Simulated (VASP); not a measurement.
Input of a VASP 6.6.1 run:

File INCAR:

```
SYSTEM = As
PREC = Accurate
ENCUT = 520
EDIFF = 1E-6
ISMEAR = -1
SIGMA = 0.1
LREAL = .False.
LASPH = .True.
NELM = 60
ALGO = Normal
ISIF = 2
LWAVE = .False.
LCHARG = .False.
GGA = RP
NBANDS = 8
```

Contents of KPOINTS:

```
Automatic mesh
0
Gamma
  19 19 19
  0 0 0
```

The input POSCAR:

```
As
1.0
    2.7537475404      0.0000000000      0.0000000000
    0.0000000000      2.7537475404      0.0000000000
    0.0000000000      0.0000000000      2.7537475404
As
1
Direct
    0.0000000000      0.0000000000      0.0000000000
```

Potentials or basis: VASP PAW PBE potentials, release 64 (As).

The run is started by

```sh
$ cat potpaw_PBE.64/As/POTCAR > POTCAR
$ mpirun -np 1 vasp_std > vasp.out
```

Q: Estimate the pressure.

A: -0.1 GPa.

Caveat: the PAW data sets were made with another functional, which shifts forces and pressure a little.
